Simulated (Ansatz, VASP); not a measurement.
# One calculation of RbAsPd3, two programs

INCAR

```
SYSTEM = RbAsPd3
PREC     = Accurate       ! precision mode
ENCUT    = 520            ! plane-wave cutoff, eV
EDIFF    = 1E-7           ! SCF threshold, eV
ISMEAR   = 0              ! smearing method
SIGMA    = 0.1            ! smearing width, eV
LREAL    = .FALSE.        ! projectors in reciprocal space
LASPH    = .TRUE.         ! aspherical terms in the spheres
NELM     = 150            ! most SCF steps
ALGO     = Fast           ! electronic algorithm
ISIF     = 2              ! what is computed and relaxed
LWAVE    = .FALSE.        ! write WAVECAR
LCHARG   = .TRUE.         ! write CHGCAR
ISPIN    = 2              ! spin polarisation
MAGMOM   = 0 0 1 1 1      ! initial moments
LORBIT   = 11             ! projections on sites
LMAXMIX  = 4              ! l up to which the mixer works
GGA      = PE             ! functional
LELF     = .TRUE.         ! ELF
LVHAR    = .TRUE.       
NBANDS   = 34             ! bands
```

The input KPOINTS:

```
Automatic mesh
0
G
  4 4 4
  0 0 0
```

File POSCAR:

```
RbAsPd3
1.0
    4.8641112263      0.0000000000      0.0000000000
    0.0000000000      4.8641112263      0.0000000000
    0.0000000000      0.0000000000      4.8641112263
Rb As Pd
1 1 3
Direct
    0.0000000000      0.0000000000      0.0000000000
    0.5000000000      0.5000000000      0.5000000000
    0.0000000000      0.5000000000      0.5000000000
    0.5000000000      0.0000000000      0.5000000000
    0.5000000000      0.5000000000      0.0000000000
```

Input for Ansatz:

```yaml
crystal:
  lattice:
    - [4.8641112263, 0.0, 0.0]
    - [0.0, 4.8641112263, 0.0]
    - [0.0, 0.0, 4.8641112263]
  atoms:
    - { symbol: Rb, position: [0.0, 0.0, 0.0] }
    - { symbol: As, position: [0.5, 0.5, 0.5] }
    - { symbol: Pd, position: [0.0, 0.5, 0.5], spin: 1.0 }
    - { symbol: Pd, position: [0.5, 0.0, 0.5], spin: 1.0 }
    - { symbol: Pd, position: [0.5, 0.5, 0.0], spin: 1.0 }
basis:
  ecutwfc: 420
kpoints:
  mp_grid: { grid: [4, 4, 4] }
hamiltonian:
  xc: pbe
scf:
  occupations: { method: gaussian, width: 0.1 }
  lower_state_search: "off"
output:
  forces: true
  stress: true
  eigenvalues: true
  populations: true
magnetization:
  spin_polarized: true
```

Change from the starting cell: species swapped into the KMgH3 type (Pm-3m, No. 221).

Alike in both runs: task single point; functional PBE; k mesh 4 × 4 × 4; occupations gaussian, width 0.1 eV; collinear spin.

|  | VASP | Ansatz |
| --- | --- | --- |
| version | VASP 6.6.1 | Ansatz 0.2.0 |
| potentials or method | VASP PAW PBE potentials, release 64 (Rb_sv, As, Pd), cutoff 520 eV | scalar-relativistic, plane waves, PAW |
| valence electrons in the cell | 44 | 78 |

```csv
,VASP,Ansatz,Ansatz less VASP
gap on the k mesh at the Fermi level (eV),none,none,-
pressure (GPa),0.2,0.1,-0.09
net moment per atom (μB),0.00,0.00,0.000
```

A gap of «none» marks a metal or a gap that the smearing closes. The functional is the same, so the differences come from potentials, cutoffs and numerics. VASP's potentials hold 44 valence electrons a cell and Ansatz's 78, so a difference there can come from the potentials and not from the codes. Ansatz's warnings: seeded moment not kept.
